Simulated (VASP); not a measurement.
A run of VASP 6.6.1 is set up as follows.

INCAR

```
SYSTEM = TiC
  ALGO = Normal
  EDIFF = 1E-6
  ENCUT = 520
  GGA = PE
  ISIF = 2
  ISMEAR = 0
  LASPH = .TRUE.
  LCHARG = .FALSE.
  LREAL = .FALSE.
  LWAVE = .FALSE.
  NBANDS = 42
  NELM = 80
  PREC = Accurate
  SIGMA = 0.15
```

Contents of KPOINTS:

```
k-points
0
G
  14 14 14
  0 0 0
```

File POSCAR:

```
TiC
1.0
    4.3329230512      0.0000000000      0.0000000000
    0.0000000000     -4.3329230512      0.0000000000
    0.0000000000      0.0000000000     -4.3329230512
Ti C
4 4
Direct
    0.0000000000      0.5000000000      0.5000000000
    0.5000000000      0.0000000000      0.5000000000
    0.5000000000      0.5000000000      0.0000000000
    0.0000000000      1.0000000000      1.0000000000
    0.5000000000      0.0000000000      0.0000000000
    0.0000000000      0.5000000000      0.0000000000
    0.0000000000      0.0000000000      0.5000000000
    0.5000000000      0.5000000000      0.5000000000
```

Potentials or basis: VASP PAW PBE potentials, release 64 (Ti_sv, C).

Launch:

```console
$ cat potpaw_PBE.64/Ti_sv/POTCAR potpaw_PBE.64/C/POTCAR > POTCAR
$ mpirun -np 1 vasp_std > vasp.out
```

(1) What does it give for the pressure?

(2) What does it give for the band gap on the k mesh?

Answers

(1) 0.3 GPa.

(2) zero (band 32 reaches 9.74 eV, above the bottom of band 33 at 9.00 eV).
